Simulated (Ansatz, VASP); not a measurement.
## One calculation of CeO2, two programs

```
Ce O
1.0
     0.00000    2.70486    2.70486
     2.70486    0.00000    2.70486
     2.70486    2.70486    0.00000
Ce O
1 2
Cartesian
  0.0000 0.0000 0.0000
  1.3524 1.3524 1.3524
  4.0573 4.0573 4.0573
```

Alike in both runs: task single point; functional PBEsol; dispersion D3(BJ); k mesh 8 × 8 × 8; occupations gaussian, width 0.05 eV; no spin polarisation.

```csv
,VASP,Ansatz
version,VASP 6.6.1,Ansatz 0.2.0
potentials or method,"VASP PAW PBE potentials, release 64 (Ce, O), cutoff 520 eV","scalar-relativistic, plane waves, PAW"
valence electrons in the cell,24,24
```

```csv
,VASP,Ansatz,Ansatz less VASP
gap on the k mesh at the Fermi level (eV),1.95,1.98,+0.023
least direct gap on the mesh (eV),2.06,2.09,+0.023
pressure (GPa),-4.4,-4.4,+0.02
```

VASP's potentials were made for PBE, not for PBEsol.

Neither program's run includes spin-orbit coupling.
